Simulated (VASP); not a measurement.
Here is a VASP 6.6.1 calculation.

The input POSCAR:

```
Ba
1.0
    7.4168877077      0.0000000000      0.0000000000
   -3.7084438538      6.4232131719      0.0000000000
    0.0000000000      0.0000000000      4.3525070911
Ba
3
Direct
    1.0000000000      0.0000000000      1.0000000000
    0.3333333333      0.6666666667      0.5000000000
    0.6666666667      0.3333333333      0.5000000000
```

File INCAR.step1:

```
SYSTEM = Ba
PREC = Accurate
ENCUT = 520
ISMEAR = -1
SIGMA = 0.1
LREAL = .False.
LASPH = .True.
NELM = 80
NBANDS = 22
GGA = PE
ALGO = Normal
EDIFF = 1E-4
LWAVE = .True.
LCHARG = .False.
```

Contents of INCAR.step2:

```
SYSTEM = Ba
PREC = Accurate
ENCUT = 520
EDIFF = 1E-6
ISMEAR = -1
SIGMA = 0.1
LREAL = .False.
LASPH = .True.
NELM = 80
ALGO = Normal
ISIF = 2
LWAVE = .False.
LCHARG = .False.
METAGGA = R2SCAN
LMIXTAU = .True.
NBANDS = 22
ISTART = 1
```

Contents of KPOINTS:

```
Automatic mesh
0
Gamma
  6 6 8
  0 0 0
```

Potentials or basis: VASP PAW PBE potentials, release 64 (Ba_sv).

Command:

```bash
$ cat potpaw_PBE.64/Ba_sv/POTCAR > POTCAR
$ cp INCAR.step1 INCAR
$ mpirun -np 1 vasp_std > vasp.out
$ cp INCAR.step2 INCAR
$ mpirun -np 1 vasp_std > vasp.out
```

**Question.** Estimate the pressure.

**Answer.** -0.3 GPa.

**Question.** Estimate the band gap on the k mesh.

**Answer.** Zero (bands 15 and 16 overlap by 0.62 eV).

Caveat: the PAW data sets were made with another functional, which shifts forces and pressure a little; spin-orbit coupling is left out, which moves the levels of the heavy elements.
